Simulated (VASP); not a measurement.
Set up this calculation in VASP 6.6.1, as the native input.

* Task: relaxation of shape and atoms at fixed volume
* Functional: PBE
* Potentials or basis: VASP PAW PBE potentials, release 64 (Rb_sv, Ho_3, Br), 4f in core
* Cutoff: 500 eV
* k mesh: 4 × 4 × 4
* Occupations: gaussian, width 0.02 eV
* Spin: no spin polarisation
* Dipole correction: no
* Further INCAR settings: ALGO = Normal; EDIFF = 1e-07; IBRION = 2; EDIFFG = -0.01; NSW = 50; ISIF = 4

The structure of RbHoBr4 lies in POSCAR:

```
RbHoBr4
1.0
    5.6241583078      0.0000000000      0.0000000000
    0.0000000000      5.6241583078      0.0000000000
    0.0000000000      0.0000000000      9.2956056604
Rb Ho Br
1 1 4
Direct
    0.0000000000      0.0000000000      0.0000000000
    0.5000000000      0.5000000000      0.5000000000
    0.5000000000      0.5000000000      0.8006767652
    0.5000000000      0.5000000000      0.1993232348
    0.5000000000      0.0000000000      0.5000000000
    0.0000000000      0.5000000000      0.5000000000
```

One way to write it, as run:

INCAR

```
SYSTEM = RbHoBr4
ALGO = Normal
EDIFF = 1E-7
EDIFFG = -0.01
ENCUT = 500
GGA = PE
GGA_COMPAT = .FALSE.
IBRION = 2
ISIF = 4
ISMEAR = 0
LASPH = .TRUE.
LCHARG = .FALSE.
LMAXMIX = 6
LREAL = .FALSE.
LWAVE = .FALSE.
NELM = 200
NELMIN = 4
NSW = 50
PREC = Accurate
SIGMA = 0.02
```

KPOINTS

```
k-points
0
G
  4 4 4
  0 0 0
```

Potentials or basis: VASP PAW PBE potentials, release 64 (Rb_sv, Ho_3, Br), 4f in core.

The run is started by

```console
$ cat potpaw_PBE.64/Rb_sv/POTCAR potpaw_PBE.64/Ho_3/POTCAR potpaw_PBE.64/Br/POTCAR > POTCAR
$ mpirun -np 1 vasp_std > vasp.out
```

It gave:

* Energy gained by relaxing: 0.7 meV/atom
* Ionic steps: 5
* Pressure after relaxing: -0.7 GPa
* Largest force after relaxing: 0.004 eV/Å
* Band gap on the k mesh: 3.37 eV (least direct gap 3.41 eV)

Caveat: spin-orbit coupling is left out, which moves the levels of the heavy elements; the 4f electrons are frozen in the core, so they carry no moment and show no levels.

It took 6.3 min on 1 thread of Intel(R) Xeon(R) 6975P-C (Granite Rapids) (shared host), peak memory 0.45 GiB.
